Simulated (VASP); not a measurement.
A run of VASP 6.6.1:

File POSCAR:

```
LaTlS2
1.0
    4.2490301191      0.0000000000      0.0000000000
    0.0000000000      4.2490301191      0.0000000000
    0.0000000000      0.0000000000      5.9151135152
Tl S La
1 2 1
Direct
    0.0000000000      0.0000000000      0.0000000000
    0.0000000000      0.0000000000      0.5000000000
    0.5000000000      0.5000000000      0.0000000000
    0.5000000000      0.5000000000      0.5000000000
```

INCAR.step1

```
ALGO = Normal ; EDIFF = 1E-4
ENCUT = 520 ; GGA = PE
ISMEAR = -1 ; LASPH = T
LCHARG = F ; LREAL = F
LWAVE = T ; NBANDS = 26
NELM = 100 ; PREC = Accurate
SIGMA = 0.03
```

The input INCAR.step2:

```
ALGO = Normal ; BPARAM = 11.95
CPARAM = 0.0093 ; EDIFF = 1E-6
ENCUT = 520 ; ISIF = 2
ISMEAR = -1 ; ISTART = 1
IVDW_NL = 2 ; LASPH = T
LCHARG = F ; LMIXTAU = T
LREAL = F ; LUSE_VDW = T
LWAVE = F ; METAGGA = R2SCAN
NBANDS = 26 ; NELM = 100
PREC = Accurate ; SIGMA = 0.03
```

Contents of KPOINTS:

```
k-points
0
Gamma
  6 6 4
```

Potentials or basis: VASP PAW PBE potentials, release 64 (Tl_d, S, La).

Launch:

```console
$ cat potpaw_PBE.64/Tl_d/POTCAR potpaw_PBE.64/S/POTCAR potpaw_PBE.64/La/POTCAR > POTCAR
$ cp INCAR.step1 INCAR
$ mpirun -np 1 vasp_std > vasp.out
$ cp INCAR.step2 INCAR
$ mpirun -np 1 vasp_std > vasp.out
```

Hardware: 1 thread of Intel(R) Xeon(R) 6975P-C (Granite Rapids), on a shared host.

Q: How long does it take, and how much memory?

A: It took 2.8 min on 1 thread of Intel(R) Xeon(R) 6975P-C (Granite Rapids), on a shared host, peak memory 0.47 GiB. Counts: k points 30.
